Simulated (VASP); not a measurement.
Set up this calculation in VASP 6.6.1, as the native input.

| Quantity | Value |
| --- | --- |
| Task | single point |
| Functional | PBE |
| Potentials or basis | VASP PAW PBE potentials, release 64 (Y_sv, Ga_d, Te) |
| Cutoff | 520 eV |
| k mesh | 4 × 4 × 4 |
| Occupations | gaussian, width 0.1 eV |
| Spin | no spin polarisation |
| Dipole correction | no |
| Further INCAR settings | ALGO = Fast; EDIFF = 1e-06; NBANDS = 36 |

The structure of YGa3Te lies in POSCAR:

```
YGa3Te
1.0
    4.5686052529      0.0000000000      0.0000000000
    0.0000000000      4.5686052529      0.0000000000
    0.0000000000      0.0000000000      4.6258559453
Y Ga Te
1 3 1
Direct
    0.0000000000      0.0000000000      0.0000000000
    0.5000000000      0.5000000000      0.9750000000
    0.0000000000      0.5000000000      0.4850000000
    0.5000000000      0.0000000000      0.4850000000
    0.5000000000      0.5000000000      0.5150000000
```

These files were run (other wordings do the same):

INCAR

```
PREC = Accurate
ENCUT = 520
EDIFF = 1E-6
ISMEAR = 0
SIGMA = 0.1
LREAL = False
LASPH = True
NELM = 60
ALGO = Fast
ISIF = 2
LWAVE = False
LCHARG = True
GGA = PE
LELF = True
LVHAR = True
NBANDS = 36
```

KPOINTS

```
Automatic mesh
0
Gamma
  4 4 4
```

Potentials or basis: VASP PAW PBE potentials, release 64 (Y_sv, Ga_d, Te).

Run with:

```bash
$ cat potpaw_PBE.64/Y_sv/POTCAR potpaw_PBE.64/Ga_d/POTCAR potpaw_PBE.64/Te/POTCAR > POTCAR
$ mpirun -np 1 vasp_std > vasp.out
```

Results of the run:

The pressure is 45.6 GPa and the largest force is 7.234 eV/Å. The band gap on the k mesh is zero (band 28 reaches 9.43 eV, above the bottom of band 29 at 6.87 eV).

Caveat: spin-orbit coupling is left out, which moves the levels of the heavy elements; forces of over 1 eV/Å act on the atoms, so gaps and moduli don't describe the material at rest.

Run time: 3.1 min on 1 thread of AMD EPYC 7R43 64-Core Processor (Zen 3), with other jobs on the host, peak memory 0.24 GiB.
